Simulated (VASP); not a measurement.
# BN (Qingsongite) (F-43m) in VASP: a series of runs

BN (Qingsongite) is run at these levels: PBE; tasks: single point.

All numbers are computed with VASP 6.6.1; they aren't measurements. Logs are shortened: lines on timing, memory, paths and dates and some standing lists are left out, and cuts for length are marked.

### Step 1. The cell of the first run

Symmetry: F-43m, No. 216, cubic system. Conventional cell: a = 3.645 Å, b = 3.645 Å, c = 3.645 Å, α = 90.00°, β = 90.00°, γ = 90.00°. B (site symmetry -43m) has 4 N at 1.58 Å within 2.1 Å. N (site symmetry -43m) has 4 B at 1.58 Å within 2.1 Å.

### Step 2. Single point, PBE

INCAR reads:

```
SYSTEM = BN
ALGO     = Normal         ! electronic algorithm
EDIFF    = 1E-6           ! SCF threshold, eV
ENCUT    = 520            ! plane-wave cutoff, eV
GGA      = PE             ! functional
ISIF     = 2              ! what is computed and relaxed
ISMEAR   = 0              ! smearing method
LASPH    = .TRUE.         ! aspherical terms in the spheres
LCHARG   = .FALSE.        ! write CHGCAR
LREAL    = .FALSE.        ! projectors in reciprocal space
LWAVE    = .FALSE.        ! write WAVECAR
NBANDS   = 11             ! bands
NELM     = 60             ! most SCF steps
PREC     = Accurate       ! precision mode
SIGMA    = 0.01           ! smearing width, eV
```

KPOINTS reads:

```
k-points
0
G
  10 10 10
  0 0 0
```

POSCAR reads:

```
BN
1.0
    0.0000000000      1.8224386940      1.8224386940
    1.8224386940      0.0000000000      1.8224386940
    1.8224386940      1.8224386940      0.0000000000
B N
1 1
Direct
    0.0000000000      0.0000000000      0.0000000000
    0.2500000000      0.2500000000      0.2500000000
```

Potentials or basis: VASP PAW PBE potentials, release 64 (B, N).

Command:

```bash
cat potpaw_PBE.64/B/POTCAR potpaw_PBE.64/N/POTCAR > POTCAR
mpirun -np 1 vasp_std > vasp.out
```

OUTCAR:

```text
SYSTEM = BN
   EDIFF = 1E-6
   ENCUT = 520
   GGA = PE
   ISIF = 2
   ISMEAR = 0
   LASPH = .TRUE.
   LREAL = .FALSE.
   NELM = 60
   PREC = Accurate

 ion  position               nearest neighbor table
   1  0.000  0.000  0.000-   2 1.58   2 1.58   2 1.58   2 1.58
   2  0.250  0.250  0.250-   1 1.58   1 1.58   1 1.58   1 1.58

  LATTYP: Found a face centered cubic cell.
 ALAT       =     3.6448773880

  Lattice vectors:

 A1 = (   0.0000000000,   1.8224386940,   1.8224386940)
 A2 = (   1.8224386940,   0.0000000000,   1.8224386940)
 A3 = (   1.8224386940,   1.8224386940,   0.0000000000)

Analysis of symmetry for initial positions (statically):
=====================================================================
 Subroutine PRICEL returns:
 Original cell was already a primitive cell.

 Routine SETGRP: Setting up the symmetry group for a
 face centered cubic supercell.

 Subroutine GETGRP returns: Found 24 space group operations
 (whereof 24 operations were pure point group operations)
 out of a pool of 48 trial point group operations.

The static configuration has the point symmetry T_d .

Analysis of symmetry for dynamics (positions and initial velocities):
=====================================================================
 Subroutine PRICEL returns:
 Original cell was already a primitive cell.

 Routine SETGRP: Setting up the symmetry group for a
 face centered cubic supercell.

 Subroutine GETGRP returns: Found 24 space group operations
 (whereof 24 operations were pure point group operations)
 out of a pool of 48 trial point group operations.

The dynamic configuration has the point symmetry T_d .

 Subroutine INISYM returns: Found 24 space group operations
 (whereof 24 operations are pure point group operations),
 and found     1 'primitive' translations

----------------------------------------------------------------------------------------

                                     Primitive cell

  volume of cell :      12.1057

  direct lattice vectors                    reciprocal lattice vectors
     0.000000000  1.822438694  1.822438694    -0.274357651  0.274357651  0.274357651
     1.822438694  0.000000000  1.822438694     0.274357651 -0.274357651  0.274357651
     1.822438694  1.822438694  0.000000000     0.274357651  0.274357651 -0.274357651

  length of vectors
     2.577317518  2.577317518  2.577317518     0.475201392  0.475201392  0.475201392

  position of ions in fractional coordinates (direct lattice)
     0.000000000  0.000000000  0.000000000
     0.250000000  0.250000000  0.250000000

  ion indices of the primitive-cell ions
   primitive index   ion index
                 1           1
                 2           2

----------------------------------------------------------------------------------------

 KPOINTS: k-points

Automatic generation of k-mesh.
 Grid dimensions read from file:
 generate k-points for:   10   10   10

 Generating k-lattice:

  Cartesian coordinates                     Fractional coordinates (reciprocal lattice)
    -0.027435765  0.027435765  0.027435765     0.100000000  0.000000000  0.000000000
     0.027435765 -0.027435765  0.027435765     0.000000000  0.100000000  0.000000000
     0.027435765  0.027435765 -0.027435765     0.000000000  0.000000000  0.100000000

  Length of vectors
     0.047520139  0.047520139  0.047520139

  Shift w.r.t. Gamma in fractional coordinates (k-lattice)
     0.000000000  0.000000000  0.000000000

 Subroutine IBZKPT returns following result:
 ===========================================

 Found     47 irreducible k-points:

 Following reciprocal coordinates:
            Coordinates               Weight
  0.000000  0.000000  0.000000      1.000000
  0.100000  0.000000  0.000000      8.000000
  0.200000  0.000000  0.000000      8.000000
  0.300000  0.000000  0.000000      8.000000
  0.400000  0.000000  0.000000      8.000000
  0.500000  0.000000  0.000000      4.000000
[... 16 lines left out ...]
  0.300000  0.300000  0.000000      6.000000
  0.400000  0.300000  0.000000     24.000000
 [... further k-points ...]
   k-points           NKPTS =     47   k-points in BZ     NKDIM =     47   number of bands    NBANDS=     11
   number of dos      NEDOS =    301   number of ions     NIONS =      2
   total plane-waves  NPLWV =   8000
   dimension x,y,z NGX =    20 NGY =   20 NGZ =   20
   dimension x,y,z NGXF=    40 NGYF=   40 NGZF=   40
   ions per type =               1   1
   NGX,Y,Z   is equivalent  to a cutoff of  12.90, 12.90, 12.90 a.u.
   NGXF,Y,Z  is equivalent  to a cutoff of  25.80, 25.80, 25.80 a.u.
 SYSTEM =  BN
   PREC   = accura    normal or accurate (medium, high low for compatibility)
   ISTART =      0    job   : 0-new  1-cont  2-samecut
   ICHARG =      2    charge: 1-file 2-atom 10-const
   ISPIN  =      1    spin polarized calculation?
   LNONCOLLINEAR =      F non collinear calculations
   LSORBIT =      F    spin-orbit coupling
   LASPH  =      T    aspherical Exc in radial PAW
   ENCUT  =  520.0 eV  38.22 Ry    6.18 a.u.   4.79  4.79  4.79*2*pi/ulx,y,z
   NELM   =     60;   NELMIN=  2; NELMDL= -5     # of ELM steps
   EDIFF  = 0.1E-05   stopping-criterion for ELM
   LREAL  =      F    real-space projection
   EDIFFG = 0.1E-04   stopping-criterion for IOM
   NSW    =      0    number of steps for IOM
   IBRION =     -1    ionic relax: 0-MD 1-quasi-New 2-CG
   NFREE  =      0    steps in history (QN), initial steepest desc. (CG)
   ISIF   =      2    stress and relaxation
   ISYM   =      2    0-nonsym 1-usesym 2-fastsym
   POTIM  = 0.5000    time-step for ionic-motion
   TEBEG  =    0.0;   TEEND  =   0.0 temperature during run
   PSTRESS=    0.0 pullay stress
   NELECT =       8.0000    total number of electrons
   NUPDOWN=      -1.0000    fix difference up-down
   EMIN   =  10.00;   EMAX   =-10.00  energy-range for DOS
   EFERMI =   0.00;   METHOD = LEGACY
   ISMEAR =     0;   SIGMA  =   0.01  broadening in eV -4-tet -1-fermi 0-gaus
   EFERMI_NEDOS =   21; number of points for ismear=-14 and -15
   IALGO  =     38    algorithm
   IMIX   =      4    mixing-type and parameters
     AMIX     =   0.40;   BMIX     =  1.00
     AMIX_MAG =   1.60;   BMIX_MAG =  1.00
  volume/ion in A,a.u.               =       6.05        40.85
  Fermi-wavevector in a.u.,A,eV,Ry     =   1.425964  2.694681 27.665724  2.033373
  Thomas-Fermi vector in A             =   2.546292
   LORBIT       =      0    0 simple, 1 ext, 2 COOP (PROOUT), +10 PAW based schemes
   GGA     = PE    functional components
   LHFCALC =     F    Hartree Fock is set to
   AEXX    =    0.0000 exact exchange contribution
   IVDW    =     0    specifies the selected vdW correction
   LEPSILON=     F    determine dielectric tensor
   LRPA    =     F    only Hartree local field effects (RPA)
 non-spin polarized calculation
 Gauss-broadening in eV      SIGMA  =   0.01
  energy-cutoff  :      520.00
  volume of cell :       12.11
 maximum number of plane-waves:       332
   NGX =  9   NGY =  9   NGZ =  9

 number of electron       8.0000000 magnetization

 Free energy of the ion-electron system (eV)
  ---------------------------------------------------
  ext. energy  EPLUGINS =         0.00000000
  ---------------------------------------------------
  free energy    TOTEN  =       -17.44777233 eV

  energy without entropy =      -17.44777233  energy(sigma->0) =      -17.44777233

 E-fermi :   7.2935     XC(G=0): -12.7005

 val. band max:        7.1018881790   @ k =   0.0000   0.0000   0.0000
 cond. band min:      11.5346399477   @ k =   0.5000   0.5000   0.0000
 fundamental gap:      4.4327517688
 Fermi energy:         7.2935081843

 k-point     1 :       0.0000    0.0000    0.0000
  band No.  band energies     occupation
      1     -12.8507      2.00000
      2       7.1019      2.00000
      3       7.1019      2.00000
      4       7.1019      2.00000
      5      15.8043      0.00000
      6      15.8043      0.00000
      7      15.8043      0.00000
      8      17.0524      0.00000
      9      31.3931      0.00000
     10      34.5712      0.00000
     11      34.5712      0.00000

 k-point     2 :       0.1000    0.0000    0.0000
  band No.  band energies     occupation
      1     -12.6125      2.00000
      2       5.8523      2.00000
      3       6.8547      2.00000
      4       6.8547      2.00000
      5      16.0261      0.00000
      6      16.1779      0.00000
      7      16.1779      0.00000
      8      17.8765      0.00000
      9      31.1703      0.00000
     10      32.0195      0.00000
     11      32.0195      0.00000

 k-point     3 :       0.2000    0.0000    0.0000
  band No.  band energies     occupation
      1     -11.9118      2.00000
      2       3.1849      2.00000
      3       6.2981      2.00000
      4       6.2981      2.00000
      5      16.3352      0.00000
      6      16.9548      0.00000
      7      16.9548      0.00000
      8      19.5667      0.00000
      9      30.5410      0.00000
     10      30.5692      0.00000
     11      30.5692      0.00000

 k-point     4 :       0.3000    0.0000    0.0000
  band No.  band energies     occupation
      1     -10.8076      2.00000
      2       0.2859      2.00000
      3       5.7335      2.00000
      4       5.7335      2.00000
      5      16.6339      0.00000
      6      17.5171      0.00000
      7      17.5171      0.00000
      8      20.9967      0.00000
      9      30.0506      0.00000
     10      30.7994      0.00000
     11      30.7994      0.00000

 k-point     5 :       0.4000    0.0000    0.0000
  band No.  band energies     occupation
      1      -9.5012      2.00000
      2      -2.2038      2.00000
      3       5.3442      2.00000
      4       5.3442      2.00000
      5      16.8500      0.00000
      6      17.6720      0.00000
      7      17.6720      0.00000
      8      21.8373      0.00000
      9      30.0523      0.00000
     10      32.4032      0.00000
     11      32.4032      0.00000
[... 211 lines left out ...]
 k-point    21 :      -0.3000    0.2000    0.0000
  band No.  band energies     occupation
      1      -9.2359      2.00000
      2      -0.8927      2.00000
      3       2.2319      2.00000
      4       5.0741      2.00000
      5      16.7504      0.00000
      6      18.9115      0.00000
      7      19.2665      0.00000
      8      21.5747      0.00000
      9      28.4022      0.00000
     10      29.3222      0.00000
     11      33.3827      0.00000

 k-point    22 :      -0.2000    0.2000    0.0000
  band No.  band energies     occupation
      1     -10.4423      2.00000
      2       1.0421      2.00000
      3       2.9302      2.00000
      4       5.8363      2.00000
      5      17.4718      0.00000
      6      17.9002      0.00000
      7      18.3625      0.00000
      8      20.4949      0.00000
      9      28.2319      0.00000
     10      29.1520      0.00000
     11      33.3904      0.00000

 k-point    23 :       0.3000    0.3000    0.0000
  band No.  band energies     occupation
      1     -10.1419      2.00000
      2       1.9336      2.00000
      3       3.5318      2.00000
      4       3.5318      2.00000
      5      13.1629      0.00000
      6      17.7105      0.00000
      7      21.5540      0.00000
      8      21.5540      0.00000
      9      25.5160      0.00000
     10      33.9568      0.00000
     11      38.6024      0.00000

 k-point    24 :       0.4000    0.3000    0.0000
  band No.  band energies     occupation
      1      -9.1644      2.00000
      2       0.4213      2.00000
      3       2.6973      2.00000
      4       3.1314      2.00000
      5      13.1312      0.00000
      6      17.5754      0.00000
      7      22.2617      0.00000
      8      22.3789      0.00000
      9      26.4384      0.00000
     10      33.6763      0.00000
     11      38.4892      0.00000

 [... further k-points ...]

------------------------ aborting loop because EDIFF is reached ----------------------------------------

  FORCE on cell =-STRESS in cart. coord.  units (eV):
  Direction    XX          YY          ZZ          XY          YZ          ZX
  --------------------------------------------------------------------------------------
  -------------------------------------------------------------------------------------
  Total       -0.4388049     -0.4388049     -0.4388049      0.0000000     -0.0000000      0.0000000
  in kB      -58.0755470    -58.0755470    -58.0755470      0.0000000     -0.0000000      0.0000000
  external PRESSURE =     -58.0755470 kB  Pullay stress =       0.0000000 kB

 VOLUME and BASIS-vectors are now :
 -----------------------------------------------------------------------------
  energy-cutoff  :      520.00
  volume of cell :       12.11
      direct lattice vectors                 reciprocal lattice vectors
     0.000000000  1.822438694  1.822438694    -0.274357651  0.274357651  0.274357651
     1.822438694  0.000000000  1.822438694     0.274357651 -0.274357651  0.274357651
     1.822438694  1.822438694  0.000000000     0.274357651  0.274357651 -0.274357651

 POSITION                                       TOTAL-FORCE (eV/Angst)
 -----------------------------------------------------------------------------------
      0.00000      0.00000      0.00000        -0.000000     -0.000000     -0.000000
      0.91122      0.91122      0.91122         0.000000      0.000000      0.000000
 -----------------------------------------------------------------------------------
    total drift:                                0.000000      0.000000      0.000000

  FREE ENERGIE OF THE ION-ELECTRON SYSTEM (eV)
  ---------------------------------------------------
  free  energy   TOTEN  =       -17.4477723289 eV

  energy  without entropy=      -17.4477723289  energy(sigma->0) =      -17.44777233
```

It took 3.6 s on 1 thread of Intel Xeon 6975P-C, shared host; peak memory 0.12 GiB.

Results:

| Property | Result |
| --- | --- |
| Free energy | -17.4478 eV |
| Pressure | -5.8 GPa |
| Band gap on the k mesh | 4.43 eV, indirect (least direct gap 8.70 eV) |

A k mesh can miss the band edges.

### Step 3. Single point, PBE

This run uses another cell than the first one, of 6.20 Å³/atom, 1.024 times its volume.

INCAR reads:

```
SYSTEM = BN
  PREC = Accurate
  ENCUT = 520
  EDIFF = 1E-6
  ISMEAR = 0
  SIGMA = 0.01
  LREAL = .False.
  LASPH = .True.
  NELM = 80
  ALGO = Normal
  ISIF = 2
  LWAVE = .False.
  LCHARG = .True.
  GGA = PE
  LELF = .True.
  LVHAR = .True.
  NBANDS = 11
```

KPOINTS reads:

```
Automatic mesh
0
Gamma
  10 10 10
  0 0 0
```

POSCAR reads:

```
BN
1.0
    0.0000000000      1.8371364149      1.8371364149
    1.8371364149      0.0000000000      1.8371364149
    1.8371364149      1.8371364149      0.0000000000
B N
1 1
Direct
    0.0000000000      0.0000000000      0.0000000000
    0.2500000000      0.2500000000      0.2500000000
```

Potentials or basis: VASP PAW PBE potentials, release 64 (B, N).

Command:

```bash
cat potpaw_PBE.64/B/POTCAR potpaw_PBE.64/N/POTCAR > POTCAR
mpirun -np 1 vasp_std > vasp.out
```

Wall time 3.3 s (1 thread of Intel Xeon 6975P-C, shared host); peak memory 0.12 GiB.

It converged, with:

```yaml
Free_energy: -17.4300 eV
Pressure: -13.9 GPa
Band_gap_on_the_k_mesh: 4.41 eV, indirect (least direct gap 8.59 eV)
```

Levels at points of the mesh, in eV from the valence-band top:
```
           k point  band 1  band 2  band 3  band 4  band 5  band 6  band 7  band 8  band 9
(0.00, 0.00, 0.00)  -19.69    0.00    0.00    0.00    8.59    8.59    8.59    9.57   23.85
(0.50, 0.00, 0.00)  -15.70  -10.25   -1.85   -1.85    9.52   10.44   10.44   14.76   22.78
(0.50, 0.50, 0.00)  -14.40   -8.60   -4.67   -4.67    4.41    8.95   17.18   17.18   19.98
```

A k mesh can miss the band edges.
